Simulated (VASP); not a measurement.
# Ir (Im-3m) in VASP: further runs

Runs on Ir. Level: PBEsol. Tasks: single point.

Program: VASP 6.6.1. These are calculated values, not measurements. Logs are shortened: lines on timing, memory, paths and dates and some standing lists are left out, and cuts for length are marked.

**1. The cell of the first run**

The structure is cubic, space group Im-3m (No. 229). The conventional cell has a = 3.077 Å, b = 3.077 Å, c = 3.077 Å, α = 90.00°, β = 90.00°, γ = 90.00°. Within 3.5 Å of Ir (site symmetry m-3m) lie 14 Ir at 2.66 to 3.08 Å.

**2. Single point, PBEsol**

The input, INCAR:

```
SYSTEM = Ir
ALGO     = Normal         ! electronic algorithm
EDIFF    = 1E-6           ! SCF threshold, eV
ENCUT    = 520            ! plane-wave cutoff, eV
GGA      = PS             ! functional
ISIF     = 2              ! what is computed and relaxed
ISMEAR   = -1             ! smearing method
LASPH    = .True.         ! aspherical terms in the spheres
LCHARG   = .False.        ! write CHGCAR
LREAL    = .False.        ! projectors in reciprocal space
LWAVE    = .False.        ! write WAVECAR
NBANDS   = 10             ! bands
NELM     = 60             ! most SCF steps
PREC     = Accurate       ! precision mode
SIGMA    = 0.1            ! smearing width, eV
```

The input, KPOINTS:

```
k-points
0
Gamma
  14 14 14
  0 0 0
```

The input, POSCAR:

```
Ir
1.0
   -1.5386320276      1.5386320276      1.5386320276
    1.5386320276     -1.5386320276      1.5386320276
    1.5386320276      1.5386320276     -1.5386320276
Ir
1
Direct
    0.0000000000      0.0000000000      0.0000000000
```

Potentials or basis: VASP PAW PBE potentials, release 64 (Ir).

The run is started by

```
> cat potpaw_PBE.64/Ir/POTCAR > POTCAR
> mpirun -np 1 vasp_std > vasp.out
```

OUTCAR:

```text
SYSTEM = Ir
   EDIFF = 1E-6
   ENCUT = 520
   GGA = PS
   ISIF = 2
   ISMEAR = -1
   LASPH = .True.
   LREAL = .False.
   NELM = 60
   PREC = Accurate

 ion  position               nearest neighbor table
   1  0.000  0.000  0.000-

  LATTYP: Found a body centered cubic cell.
 ALAT       =     3.0772640552

  Lattice vectors:

 A1 = (  -1.5386320276,   1.5386320276,   1.5386320276)
 A2 = (   1.5386320276,  -1.5386320276,   1.5386320276)
 A3 = (   1.5386320276,   1.5386320276,  -1.5386320276)

Analysis of symmetry for initial positions (statically):
=====================================================================
 Subroutine PRICEL returns:
 Original cell was already a primitive cell.

 Routine SETGRP: Setting up the symmetry group for a
 body centered cubic supercell.

 Subroutine GETGRP returns: Found 48 space group operations
 (whereof 48 operations were pure point group operations)
 out of a pool of 48 trial point group operations.

The static configuration has the point symmetry O_h .

Analysis of symmetry for dynamics (positions and initial velocities):
=====================================================================
 Subroutine PRICEL returns:
 Original cell was already a primitive cell.

 Routine SETGRP: Setting up the symmetry group for a
 body centered cubic supercell.

 Subroutine GETGRP returns: Found 48 space group operations
 (whereof 48 operations were pure point group operations)
 out of a pool of 48 trial point group operations.

The dynamic configuration has the point symmetry O_h .

 Subroutine INISYM returns: Found 48 space group operations
 (whereof 48 operations are pure point group operations),
 and found     1 'primitive' translations

----------------------------------------------------------------------------------------

                                     Primitive cell

  volume of cell :      14.5702

  direct lattice vectors                    reciprocal lattice vectors
    -1.538632028  1.538632028  1.538632028     0.000000000  0.324963988  0.324963988
     1.538632028 -1.538632028  1.538632028     0.324963988  0.000000000  0.324963988
     1.538632028  1.538632028 -1.538632028     0.324963988  0.324963988  0.000000000

  length of vectors
     2.664988846  2.664988846  2.664988846     0.459568479  0.459568479  0.459568479

  position of ions in fractional coordinates (direct lattice)
     0.000000000  0.000000000  0.000000000

  ion indices of the primitive-cell ions
   primitive index   ion index
                 1           1

----------------------------------------------------------------------------------------

 KPOINTS: k-points

Automatic generation of k-mesh.
 Grid dimensions read from file:
 generate k-points for:   14   14   14

 Generating k-lattice:

  Cartesian coordinates                     Fractional coordinates (reciprocal lattice)
     0.000000000  0.023211713  0.023211713     0.071428571  0.000000000  0.000000000
     0.023211713  0.000000000  0.023211713     0.000000000  0.071428571  0.000000000
     0.023211713  0.023211713  0.000000000     0.000000000  0.000000000  0.071428571

  Length of vectors
     0.032826320  0.032826320  0.032826320

  Shift w.r.t. Gamma in fractional coordinates (k-lattice)
     0.000000000  0.000000000  0.000000000

 Subroutine IBZKPT returns following result:
 ===========================================

 Found    104 irreducible k-points:

 Following reciprocal coordinates:
            Coordinates               Weight
  0.000000  0.000000  0.000000      1.000000
  0.071429  0.000000  0.000000     12.000000
  0.142857  0.000000  0.000000     12.000000
  0.214286  0.000000  0.000000     12.000000
  0.285714  0.000000  0.000000     12.000000
  0.357143  0.000000  0.000000     12.000000
[... 16 lines left out ...]
  0.285714  0.285714  0.000000     24.000000
  0.357143  0.285714  0.000000     24.000000
 [... further k-points ...]
   k-points           NKPTS =    104   k-points in BZ     NKDIM =    104   number of bands    NBANDS=     10
   number of dos      NEDOS =    301   number of ions     NIONS =      1
   total plane-waves  NPLWV =   8000
   dimension x,y,z NGX =    20 NGY =   20 NGZ =   20
   dimension x,y,z NGXF=    40 NGYF=   40 NGZF=   40
   ions per type =               1
   NGX,Y,Z   is equivalent  to a cutoff of  12.48, 12.48, 12.48 a.u.
   NGXF,Y,Z  is equivalent  to a cutoff of  24.95, 24.95, 24.95 a.u.
 SYSTEM =  Ir
   PREC   = accura    normal or accurate (medium, high low for compatibility)
   ISTART =      0    job   : 0-new  1-cont  2-samecut
   ICHARG =      2    charge: 1-file 2-atom 10-const
   ISPIN  =      1    spin polarized calculation?
   LNONCOLLINEAR =      F non collinear calculations
   LSORBIT =      F    spin-orbit coupling
   LASPH  =      T    aspherical Exc in radial PAW
   ENCUT  =  520.0 eV  38.22 Ry    6.18 a.u.   4.96  4.96  4.96*2*pi/ulx,y,z
   NELM   =     60;   NELMIN=  2; NELMDL= -5     # of ELM steps
   EDIFF  = 0.1E-05   stopping-criterion for ELM
   LREAL  =      F    real-space projection
   EDIFFG = 0.1E-04   stopping-criterion for IOM
   NSW    =      0    number of steps for IOM
   IBRION =     -1    ionic relax: 0-MD 1-quasi-New 2-CG
   NFREE  =      0    steps in history (QN), initial steepest desc. (CG)
   ISIF   =      2    stress and relaxation
   ISYM   =      2    0-nonsym 1-usesym 2-fastsym
   POTIM  = 0.5000    time-step for ionic-motion
   TEBEG  =    0.0;   TEEND  =   0.0 temperature during run
   PSTRESS=    0.0 pullay stress
   NELECT =       9.0000    total number of electrons
   NUPDOWN=      -1.0000    fix difference up-down
   EMIN   =  10.00;   EMAX   =-10.00  energy-range for DOS
   EFERMI =   0.00;   METHOD = LEGACY
   ISMEAR =    -1;   SIGMA  =   0.10  broadening in eV -4-tet -1-fermi 0-gaus
   EFERMI_NEDOS =   21; number of points for ismear=-14 and -15
   IALGO  =     38    algorithm
   IMIX   =      4    mixing-type and parameters
     AMIX     =   0.40;   BMIX     =  1.00
     AMIX_MAG =   1.60;   BMIX_MAG =  1.00
  volume/ion in A,a.u.               =      14.57        98.32
  Fermi-wavevector in a.u.,A,eV,Ry     =   1.394229  2.634712 26.448033  1.943876
  Thomas-Fermi vector in A             =   2.517799
   LORBIT       =      0    0 simple, 1 ext, 2 COOP (PROOUT), +10 PAW based schemes
   GGA     = PS    functional components
   LHFCALC =     F    Hartree Fock is set to
   AEXX    =    0.0000 exact exchange contribution
   IVDW    =     0    specifies the selected vdW correction
   LEPSILON=     F    determine dielectric tensor
   LRPA    =     F    only Hartree local field effects (RPA)
 non-spin polarized calculation
  energy-cutoff  :      520.00
  volume of cell :       14.57
 maximum number of plane-waves:       410
   NGX =  9   NGY =  9   NGZ =  9

 number of electron       9.0000000 magnetization

 Free energy of the ion-electron system (eV)
  ---------------------------------------------------
  ext. energy  EPLUGINS =         0.00000000
  ---------------------------------------------------
  free energy    TOTEN  =        -9.18553430 eV

  energy without entropy =       -9.11546115  energy(sigma->0) =       -9.15049772

 E-fermi :   9.5135     XC(G=0): -13.9128

 val. band max:        9.5122709912   @ k =   0.2857   0.1429   0.0000
 cond. band min:       9.5243131408   @ k =   0.3571   0.0714   0.0000
 fundamental gap:      0.0120421495
 Fermi energy:         9.5135187546

 k-point     1 :       0.0000    0.0000    0.0000
  band No.  band energies     occupation
      1      -1.1256      2.00000
      2       5.9189      2.00000
      3       5.9189      2.00000
      4       5.9189      2.00000
      5       8.9767      1.99072
      6       8.9767      1.99072
      7      26.4377      0.00000
      8      26.4377      0.00000
      9      26.4377      0.00000
     10      37.3230      0.00000

 k-point     2 :       0.0714    0.0000    0.0000
  band No.  band energies     occupation
      1      -0.8931      2.00000
      2       5.8113      2.00000
      3       5.9113      2.00000
      4       6.1250      2.00000
      5       8.8305      1.99784
      6       8.9840      1.99001
      7      26.5718      0.00000
      8      26.7461      0.00000
      9      26.8021      0.00000
     10      35.2918      0.00000

 k-point     3 :       0.1429    0.0000    0.0000
  band No.  band energies     occupation
      1      -0.2335      2.00000
      2       5.5218      2.00000
      3       5.8589      2.00000
      4       6.7292      2.00000
      5       8.5461      1.99987
      6       9.0131      1.98666
      7      26.7322      0.00000
      8      27.1962      0.00000
      9      27.8500      0.00000
     10      33.3253      0.00000

 k-point     4 :       0.2143    0.0000    0.0000
  band No.  band energies     occupation
      1       0.7095      2.00000
      2       5.1307      2.00000
      3       5.7772      2.00000
      4       7.6860      2.00000
      5       8.4114      1.99997
      6       9.0785      1.97452
      7      26.2339      0.00000
      8      26.3233      0.00000
      9      29.4588      0.00000
     10      32.9004      0.00000
[... 222 lines left out ...]
 k-point    22 :       0.3571    0.2143    0.0000
  band No.  band energies     occupation
      1       3.1516      2.00000
      2       4.4888      2.00000
      3       6.2892      2.00000
      4       8.7846      1.99864
      5       9.7705      0.14219
      6      14.9326      0.00000
      7      16.9750      0.00000
      8      21.6094      0.00000
      9      25.8977      0.00000
     10      32.7892      0.00000

 k-point    23 :       0.2857    0.2857    0.0000
  band No.  band energies     occupation
      1       3.4431      2.00000
      2       4.7236      2.00000
      3       5.6808      2.00000
      4       8.8996      1.99570
      5       9.5659      0.74388
      6      15.2070      0.00000
      7      17.4874      0.00000
      8      20.7648      0.00000
      9      26.4787      0.00000
     10      31.9267      0.00000

 k-point    24 :       0.3571    0.2857    0.0000
  band No.  band energies     occupation
      1       3.5054      2.00000
      2       4.8647      2.00000
      3       5.5986      2.00000
      4       9.0973      1.96933
      5       9.5456      0.84111
      6      16.0969      0.00000
      7      17.1360      0.00000
      8      19.6108      0.00000
      9      26.6894      0.00000
     10      32.5105      0.00000

 [... further k-points ...]
[... 5 lines left out ...]
  --------------------------------------------------------------------------------------
  -------------------------------------------------------------------------------------
  Total        0.0760403      0.0760403      0.0760403      0.0000000      0.0000000      0.0000000
  in kB        8.3616165      8.3616165      8.3616165      0.0000000      0.0000000      0.0000000
  external PRESSURE =       8.3616165 kB  Pullay stress =       0.0000000 kB

 VOLUME and BASIS-vectors are now :
 -----------------------------------------------------------------------------
  energy-cutoff  :      520.00
  volume of cell :       14.57
      direct lattice vectors                 reciprocal lattice vectors
    -1.538632028  1.538632028  1.538632028     0.000000000  0.324963988  0.324963988
     1.538632028 -1.538632028  1.538632028     0.324963988  0.000000000  0.324963988
     1.538632028  1.538632028 -1.538632028     0.324963988  0.324963988  0.000000000

 POSITION                                       TOTAL-FORCE (eV/Angst)
 -----------------------------------------------------------------------------------
      0.00000      0.00000      0.00000        -0.000000      0.000000     -0.000000
 -----------------------------------------------------------------------------------
    total drift:                                0.000000     -0.000000      0.000000

  FREE ENERGIE OF THE ION-ELECTRON SYSTEM (eV)
  ---------------------------------------------------
  free  energy   TOTEN  =        -9.1855342973 eV

  energy  without entropy=       -9.1154611525  energy(sigma->0) =       -9.15049772
```

Run time: 6.8 s. Hardware: 1 thread of Intel Xeon 6975P-C (Granite Rapids), shared host; peak memory 0.13 GiB.

What came out:

```yaml
Free_energy: -9.1855 eV
Pressure: 0.8 GPa
```

Caveat: the PAW data sets were made with another functional, which shifts forces and pressure a little; spin-orbit coupling is left out, which moves the levels of the heavy elements.

**3. Single point, PBEsol (volume scaled by 0.88)**

The input, INCAR:

```
  PREC = Accurate
  ENCUT = 520
  EDIFF = 1E-6
  ISMEAR = -1
  SIGMA = 0.1
  LREAL = False
  LASPH = True
  NELM = 80
  ALGO = Normal
  ISIF = 2
  LWAVE = False
  LCHARG = False
  GGA = PS
  NBANDS = 10
```

The input, KPOINTS:

```
regular mesh
0
Gamma
  16 16 16
```

The input, POSCAR:

```
Ir
1.0
   -1.4744464099      1.4744464099      1.4744464099
    1.4744464099     -1.4744464099      1.4744464099
    1.4744464099      1.4744464099     -1.4744464099
Ir
1
Direct
    0.0000000000      0.0000000000      0.0000000000
```

Potentials or basis: VASP PAW PBE potentials, release 64 (Ir).

The run is started by

```
> cat potpaw_PBE.64/Ir/POTCAR > POTCAR
> mpirun -np 1 vasp_std > vasp.out
```

Wall time 9.4 s (1 thread of Intel Xeon 6975P-C (Granite Rapids), shared host); peak memory 0.13 GiB.

Results (log left out):

```yaml
Free_energy: -8.8766 eV
Pressure: 62.3 GPa
```

Levels at points of the mesh, in eV from the Fermi level:
```
           k point  band 1  band 2  band 3  band 4  band 5  band 6  band 7  band 8
(0.00, 0.00, 0.00)  -11.99   -4.34   -4.34   -4.34   -0.70   -0.70   16.92   16.92
(0.50, 0.00, 0.00)   -8.90   -6.56   -0.85   -0.32   -0.02    2.82    9.50   13.04
(0.50, 0.50, 0.50)   -8.55   -8.55    1.92    1.92    1.92    8.41    8.41    8.41
```

Caveat: the PAW data sets were made with another functional, which shifts forces and pressure a little; spin-orbit coupling is left out, which moves the levels of the heavy elements.
